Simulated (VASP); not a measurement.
# GaN in VASP: further runs, part 2 of 2

VASP 6.6.1. The steps go on from the part before.

**4. Single point, LDA (mode 11 frozen in at -0.061 Å and mode 13 at -0.018 Å (largest displacements))**

Contents of INCAR:

```
PREC = Accurate
ENCUT = 520
EDIFF = 1E-6
ISMEAR = 0
SIGMA = 0.05
LREAL = F
LASPH = T
NELM = 80
ALGO = Normal
ISIF = 2
LWAVE = F
LCHARG = T
LELF = T
LVHAR = T
NBANDS = 46
```

Contents of KPOINTS:

```
regular mesh
0
Gamma
  8 6 6
```

Contents of POSCAR:

```
GaN
1.0
   -3.1515767111      0.0000000000      0.0000000000
    0.0000000000      0.0000000000     -5.1382481593
    0.0000000000     -5.4586909876      0.0000000000
Ga N
4 4
Direct
    0.5000000000      0.0041195416      0.1771050722
    0.0000000000     -0.0041402003      0.6562294991
    0.0000000000      0.4958597997      0.3437705009
    0.5000000000      0.5041195416      0.8228949278
    0.5000000000      0.6259243458      0.1681805672
    0.0000000000      0.6297572703      0.6651603792
    0.0000000000      0.1297572703      0.3348396208
    0.5000000000      0.1259243458      0.8318194328
```

Started as:

```sh
$ cat potpaw_LDA.64/Ga_d/POTCAR potpaw_LDA.64/N/POTCAR > POTCAR
$ mpirun -np 1 vasp_std > vasp.out
```

Wall time 2.1 min (1 thread of Intel Xeon 6975P-C (Granite Rapids), shared host); peak memory 0.33 GiB.

It converged, with:

* Free energy: -55.6129 eV
* Pressure: 1.8 GPa
* Largest force: 1.735 eV/Å
* Band gap on the k mesh: 2.05 eV

Forces in eV/Å, atoms in the order of the input:
```
Ga   0.000  1.410  0.330
Ga   0.000 -1.503 -0.868
Ga   0.000  1.503 -0.868
Ga   0.000 -1.410  0.330
N    0.000 -0.035  0.173
N    0.000 -0.119  0.365
N    0.000  0.119  0.365
N    0.000  0.035  0.173
```

Stress tensor (GPa, compression positive):
```
0.90 0.00 0.00
0.00 0.92 0.00
0.00 0.00 3.62
```

Levels at points of the mesh, in eV from the valence-band top:
| k point | band 34 | band 35 | band 36 | band 37 | band 38 | band 39 |
| --- | --- | --- | --- | --- | --- | --- |
| (0.00, 0.00, 0.00) | -0.16 | -0.04 | 0.00 | 2.05 | 4.33 | 4.96 |
| (0.50, 0.00, 0.00) | -2.22 | -2.14 | -1.91 | 5.12 | 5.78 | 6.58 |
| (0.00, 0.50, 0.00) | -0.60 | -0.53 | -0.53 | 4.16 | 4.16 | 4.46 |
| (0.50, 0.50, 0.00) | -2.07 | -1.61 | -1.61 | 5.58 | 5.58 | 5.99 |
| (0.00, 0.00, 0.50) | -0.79 | -0.60 | -0.36 | 4.17 | 4.50 | 5.90 |
| (0.50, 0.00, 0.50) | -2.33 | -1.14 | -0.95 | 4.64 | 5.24 | 5.34 |
| (0.00, 0.50, 0.50) | -1.79 | -1.03 | -1.03 | 4.97 | 4.97 | 5.43 |
| (0.50, 0.50, 0.50) | -2.03 | -1.78 | -1.78 | 4.00 | 4.00 | 4.57 |

Caveat: the cell differs from its parent crystal (mode 11 frozen in at -0.061 Å and mode 13 at -0.018 Å (largest displacements)); forces of over 1 eV/Å act on the atoms, so gaps and moduli don't describe the material at rest.

**5. Single point, LDA (mode 11 frozen in at -0.015 Å and mode 13 at -0.055 Å (largest displacements))**

Contents of INCAR:

```
  ALGO = Normal
  EDIFF = 1E-7
  ENCUT = 520
  ISIF = 2
  ISMEAR = 0
  LASPH = T
  LCHARG = F
  LREAL = F
  LWAVE = F
  NBANDS = 46
  NELM = 60
  PREC = Accurate
  SIGMA = 0.05
```

Contents of KPOINTS:

```
k-points
0
Gamma
  8 6 6
```

Contents of POSCAR:

```
GaN
1.0
   -3.1515767111      0.0000000000      0.0000000000
    0.0000000000      0.0000000000     -5.1382481593
    0.0000000000     -5.4586909876      0.0000000000
Ga N
4 4
Direct
    0.5000000000     -0.0004010260      0.1692779702
    0.0000000000     -0.0024659615      0.6640590770
    0.0000000000      0.4975340385      0.3359409230
    0.5000000000      0.4995989740      0.8307220298
    0.5000000000      0.6344458144      0.1670556098
    0.0000000000      0.6354040455      0.6663005628
    0.0000000000      0.1354040455      0.3336994372
    0.5000000000      0.1344458144      0.8329443902
```

Potentials or basis: VASP PAW LDA potentials, release 64 (Ga_d, N).

Started as:

```sh
$ cat potpaw_LDA.64/Ga_d/POTCAR potpaw_LDA.64/N/POTCAR > POTCAR
$ mpirun -np 1 vasp_std > vasp.out
```

OUTCAR:

```text
EDIFF = 1E-7
   ENCUT = 520
   ISIF = 2
   ISMEAR = 0
   LASPH = T
   LREAL = F
   NELM = 60
   PREC = Accurate

 ion  position               nearest neighbor table
   1  0.500  1.000  0.169-   5 1.88   7 1.94   7 1.94   8 1.96
   2  0.000  0.998  0.664-   6 1.86   7 1.94   8 1.96   8 1.96
   3  0.000  0.498  0.336-   7 1.86   6 1.94   5 1.96   5 1.96
   4  0.500  0.500  0.831-   8 1.88   6 1.94   6 1.94   5 1.96
   5  0.500  0.634  0.167-   1 1.88   3 1.96   3 1.96   4 1.96
   6  0.000  0.635  0.666-   2 1.86   3 1.94   4 1.94   4 1.94
   7  0.000  0.135  0.334-   3 1.86   2 1.94   1 1.94   1 1.94
   8  0.500  0.134  0.833-   4 1.88   2 1.96   2 1.96   1 1.96

  LATTYP: Found a simple orthorhombic cell.
 ALAT       =     3.1515767111
 B/A-ratio  =     1.6303738193
 C/A-ratio  =     1.7320508076

  Lattice vectors:

 A1 = (  -3.1515767111,   0.0000000000,   0.0000000000)
 A2 = (   0.0000000000,   0.0000000000,  -5.1382481593)
 A3 = (   0.0000000000,  -5.4586909876,   0.0000000000)

Analysis of symmetry for initial positions (statically):
=====================================================================
 Subroutine PRICEL returns:
 Original cell was already a primitive cell.

 Routine SETGRP: Setting up the symmetry group for a
 simple orthorhombic supercell.

 Subroutine GETGRP returns: Found  4 space group operations
 (whereof  2 operations were pure point group operations)
 out of a pool of  8 trial point group operations.

The static configuration has the point symmetry C_1h.
 The point group associated with its full space group is C_2v.

Analysis of symmetry for dynamics (positions and initial velocities):
=====================================================================
 Subroutine PRICEL returns:
 Original cell was already a primitive cell.

 Routine SETGRP: Setting up the symmetry group for a
 simple orthorhombic supercell.

[... 141 lines left out ...]
   LORBIT       =      0    0 simple, 1 ext, 2 COOP (PROOUT), +10 PAW based schemes
   GGA     = CA    functional components
   LHFCALC =     F    Hartree Fock is set to
   AEXX    =    0.0000 exact exchange contribution
   IVDW    =     0    specifies the selected vdW correction
   LEPSILON=     F    determine dielectric tensor
   LRPA    =     F    only Hartree local field effects (RPA)
 non-spin polarized calculation
 Gauss-broadening in eV      SIGMA  =   0.05
  energy-cutoff  :      520.00
  volume of cell :       88.40
 maximum number of plane-waves:      2408
 NGX is ok and might be reduce to    24
   NGX = 11   NGY = 19   NGZ = 21

 number of electron      71.9999979 magnetization

 Free energy of the ion-electron system (eV)
  ---------------------------------------------------
  ext. energy  EPLUGINS =         0.00000000
  ---------------------------------------------------
  free energy    TOTEN  =       -55.68527794 eV

  energy without entropy =      -55.68527794  energy(sigma->0) =      -55.68527794

 E-fermi :   5.7144     XC(G=0): -12.3007

 val. band max:        5.5128150980   @ k =   0.0000   0.0000   0.0000
 cond. band min:       7.5752093753   @ k =   0.0000   0.0000   0.0000
 fundamental gap:      2.0623942773
 Fermi energy:         5.7144109912

 k-point     1 :       0.0000    0.0000    0.0000
  band No.  band energies     occupation
      1     -10.7241      2.00000
      2      -9.8129      2.00000
      3      -9.6403      2.00000
      4      -9.5499      2.00000
      5      -8.1806      2.00000
      6      -8.1245      2.00000
[... 1165 lines left out ...]
     45      15.1781      0.00000
     46      15.3254      0.00000

 [... further k-points ...]

------------------------ aborting loop because EDIFF is reached ----------------------------------------

  FORCE on cell =-STRESS in cart. coord.  units (eV):
  Direction    XX          YY          ZZ          XY          YZ          ZX
  --------------------------------------------------------------------------------------
  -------------------------------------------------------------------------------------
  Total       -0.8251949     -0.8355376      4.3298392      0.0000000      0.0000000      0.0000000
  in kB      -14.9566945    -15.1441568     78.4785347      0.0000000      0.0000000      0.0000000
  external PRESSURE =      16.1258945 kB  Pullay stress =       0.0000000 kB

 VOLUME and BASIS-vectors are now :
 -----------------------------------------------------------------------------
  energy-cutoff  :      520.00
  volume of cell :       88.40
      direct lattice vectors                 reciprocal lattice vectors
    -3.151576711  0.000000000  0.000000000    -0.317301494  0.000000000  0.000000000
     0.000000000  0.000000000 -5.138248159     0.000000000  0.000000000 -0.194618860
     0.000000000 -5.458690988  0.000000000     0.000000000 -0.183194103  0.000000000

 POSITION                                       TOTAL-FORCE (eV/Angst)
 -----------------------------------------------------------------------------------
     -1.57579     -0.92404     -5.13619         0.000000      0.340075     -0.809129
      0.00000     -3.62489     -5.12558         0.000000     -0.343144     -1.164144
      0.00000     -1.83380     -2.55645         0.000000      0.343144     -1.164144
     -1.57579     -4.53465     -2.56706         0.000000     -0.340075     -0.809129
     -1.57579     -0.91190     -3.25994         0.000000      0.000766      0.932137
      0.00000     -3.63713     -3.26486         0.000000     -0.008151      1.041136
      0.00000     -1.82156     -0.69574         0.000000      0.008151      1.041136
     -1.57579     -4.54679     -0.69082         0.000000     -0.000766      0.932137
 -----------------------------------------------------------------------------------
    total drift:                               -0.000000      0.000010     -0.000414

  FREE ENERGIE OF THE ION-ELECTRON SYSTEM (eV)
  ---------------------------------------------------
  free  energy   TOTEN  =       -55.6852779362 eV

  energy  without entropy=      -55.6852779362  energy(sigma->0) =      -55.68527794
```

Run time: 11 min. Hardware: 1 thread of Oxide Virtual Turin-like, shared host; peak memory 0.3 GiB.

Results:

- Free energy: -55.6853 eV
- Pressure: 1.6 GPa
- Largest force: 1.214 eV/Å
- Band gap on the k mesh: 2.06 eV

Forces on the atoms (eV/Å):
```
Ga   0.000  0.340 -0.809
Ga   0.000 -0.343 -1.164
Ga   0.000  0.343 -1.164
Ga   0.000 -0.340 -0.809
N    0.000  0.001  0.932
N    0.000 -0.008  1.041
N    0.000  0.008  1.041
N    0.000 -0.001  0.932
```

Stress tensor (GPa, compression positive):
```
-1.50  0.00  0.00
 0.00 -1.51  0.00
 0.00  0.00  7.85
```

Caveat: the cell differs from its parent crystal (mode 11 frozen in at -0.015 Å and mode 13 at -0.055 Å (largest displacements)); forces of over 1 eV/Å act on the atoms, so gaps and moduli don't describe the material at rest.

**6. Single point, LDA (mode 11 frozen in at -0.046 Å and mode 13 at +0.055 Å (largest displacements))**

Contents of INCAR:

```
PREC     = Accurate       # precision mode
ENCUT    = 520            # plane-wave cutoff, eV
EDIFF    = 1E-6           # SCF threshold, eV
ISMEAR   = 0              # smearing method
SIGMA    = 0.05           # smearing width, eV
LREAL    = False          # projectors in reciprocal space
LASPH    = True           # aspherical terms in the spheres
NELM     = 80             # most SCF steps
ALGO     = Normal         # electronic algorithm
ISIF     = 2              # what is computed and relaxed
LWAVE    = False          # write WAVECAR
LCHARG   = False          # write CHGCAR
GGA      = CA             # functional
NBANDS   = 46             # bands
```

Contents of KPOINTS:

```
Automatic mesh
0
Gamma
  8 6 6
```

Contents of POSCAR:

```
GaN
1.0
   -3.1515767111      0.0000000000      0.0000000000
    0.0000000000      0.0000000000     -5.1382481593
    0.0000000000     -5.4586909876      0.0000000000
Ga N
4 4
Direct
    0.5000000000      0.0059334028      0.1744931497
    0.0000000000     -0.0002614036      0.6588364699
    0.0000000000      0.4997385964      0.3411635301
    0.5000000000      0.5059334028      0.8255068503
    0.5000000000      0.6122352176      0.1677878176
    0.0000000000      0.6151099110      0.6655226766
    0.0000000000      0.1151099110      0.3344773234
    0.5000000000      0.1122352176      0.8322121824
```

Potentials or basis: VASP PAW LDA potentials, release 64 (Ga_d, N).

Started as:

```sh
$ cat potpaw_LDA.64/Ga_d/POTCAR potpaw_LDA.64/N/POTCAR > POTCAR
$ mpirun -np 1 vasp_std > vasp.out
```

OUTCAR:

```text
PREC = Accurate
   ENCUT = 520
   EDIFF = 1E-6
   ISMEAR = 0
   LREAL = False
   LASPH = True
   NELM = 80
   ISIF = 2
   GGA = CA

 ion  position               nearest neighbor table
   1  0.500  0.006  0.174-   7 1.89   7 1.89   8 1.95   5 2.02
   2  0.000  1.000  0.659-   7 1.87   8 1.93   8 1.93   6 1.98
   3  0.000  0.500  0.341-   6 1.87   5 1.93   5 1.93   7 1.98
   4  0.500  0.506  0.826-   6 1.89   6 1.89   5 1.95   8 2.02
   5  0.500  0.612  0.168-   3 1.93   3 1.93   4 1.95   1 2.02
   6  0.000  0.615  0.666-   3 1.87   4 1.89   4 1.89   2 1.98
   7  0.000  0.115  0.334-   2 1.87   1 1.89   1 1.89   3 1.98
   8  0.500  0.112  0.832-   2 1.93   2 1.93   1 1.95   4 2.02

  LATTYP: Found a simple orthorhombic cell.
 ALAT       =     3.1515767111
 B/A-ratio  =     1.6303738193
 C/A-ratio  =     1.7320508076

  Lattice vectors:

 A1 = (  -3.1515767111,   0.0000000000,   0.0000000000)
 A2 = (   0.0000000000,   0.0000000000,  -5.1382481593)
 A3 = (   0.0000000000,  -5.4586909876,   0.0000000000)

Analysis of symmetry for initial positions (statically):
[... 193 lines left out ...]
 Fermi energy:         5.7503011742

 k-point     1 :       0.0000    0.0000    0.0000
  band No.  band energies     occupation
      1     -10.8030      2.00000
      2     -10.0310      2.00000
      3      -9.5090      2.00000
      4      -9.5072      2.00000
      5      -8.1753      2.00000
      6      -8.1701      2.00000
[... 1165 lines left out ...]
     45      14.9859      0.00000
     46      15.1944      0.00000

 [... further k-points ...]

------------------------ aborting loop because EDIFF is reached ----------------------------------------

  FORCE on cell =-STRESS in cart. coord.  units (eV):
  Direction    XX          YY          ZZ          XY          YZ          ZX
  --------------------------------------------------------------------------------------
  -------------------------------------------------------------------------------------
  Total        2.4583424      2.5113068     -1.4570477      0.0000000      0.0000000      0.0000000
  in kB       44.5575696     45.5175502    -26.4090557      0.0000000      0.0000000      0.0000000
  external PRESSURE =      21.2220214 kB  Pullay stress =       0.0000000 kB

 VOLUME and BASIS-vectors are now :
 -----------------------------------------------------------------------------
  energy-cutoff  :      520.00
  volume of cell :       88.40
      direct lattice vectors                 reciprocal lattice vectors
    -3.151576711  0.000000000  0.000000000    -0.317301494  0.000000000  0.000000000
     0.000000000  0.000000000 -5.138248159     0.000000000  0.000000000 -0.194618860
     0.000000000 -5.458690988  0.000000000     0.000000000 -0.183194103  0.000000000

 POSITION                                       TOTAL-FORCE (eV/Angst)
 -----------------------------------------------------------------------------------
     -1.57579     -0.95250     -0.03049         0.000000      1.179940      1.037530
      0.00000     -3.59638     -5.13691         0.000000     -1.260120      0.385290
      0.00000     -1.86231     -2.56778         0.000000      1.260120      0.385290
     -1.57579     -4.50619     -2.59961         0.000000     -1.179940      1.037530
     -1.57579     -0.91590     -3.14582         0.000000      0.019969     -0.654994
      0.00000     -3.63288     -3.16059         0.000000     -0.124856     -0.767826
      0.00000     -1.82581     -0.59146         0.000000      0.124856     -0.767826
     -1.57579     -4.54279     -0.57669         0.000000     -0.019969     -0.654994
 -----------------------------------------------------------------------------------
    total drift:                               -0.000000     -0.000005     -0.000800

  FREE ENERGIE OF THE ION-ELECTRON SYSTEM (eV)
  ---------------------------------------------------
  free  energy   TOTEN  =       -55.6076166209 eV

  energy  without entropy=      -55.6076166209  energy(sigma->0) =      -55.60761662
```

stdout:

```text
POSCAR found type information on POSCAR GaN
 POSCAR found :  2 types and       8 ions
 scaLAPACK will be used
 LDA part: xc-table for (Slater(with rela. corr.)+CA(PZ))
 , standard interpolation
 POSCAR, INCAR and KPOINTS ok, starting setup
 FFT: planning ... GRIDC
 FFT: planning ... GRID_SOFT
 FFT: planning ... GRID
 WAVECAR not read
 entering main loop
```

Run time: 9.2 min. Hardware: 1 thread of Oxide Virtual Turin-like, shared host; peak memory 0.3 GiB.

Results:

| Item | Value |
| --- | --- |
| Free energy | -55.6076 eV |
| Pressure | 2.1 GPa |
| Largest force | 1.571 eV/Å |
| Band gap on the k mesh | 2.07 eV |

Forces on the atoms (eV/Å):
```
Ga   0.000  1.180  1.038
Ga   0.000 -1.260  0.385
Ga   0.000  1.260  0.385
Ga   0.000 -1.180  1.038
N    0.000  0.020 -0.655
N    0.000 -0.125 -0.768
N    0.000  0.125 -0.768
N    0.000 -0.020 -0.655
```

Caveat: the cell differs from its parent crystal (mode 11 frozen in at -0.046 Å and mode 13 at +0.055 Å (largest displacements)); forces of over 1 eV/Å act on the atoms, so gaps and moduli don't describe the material at rest.
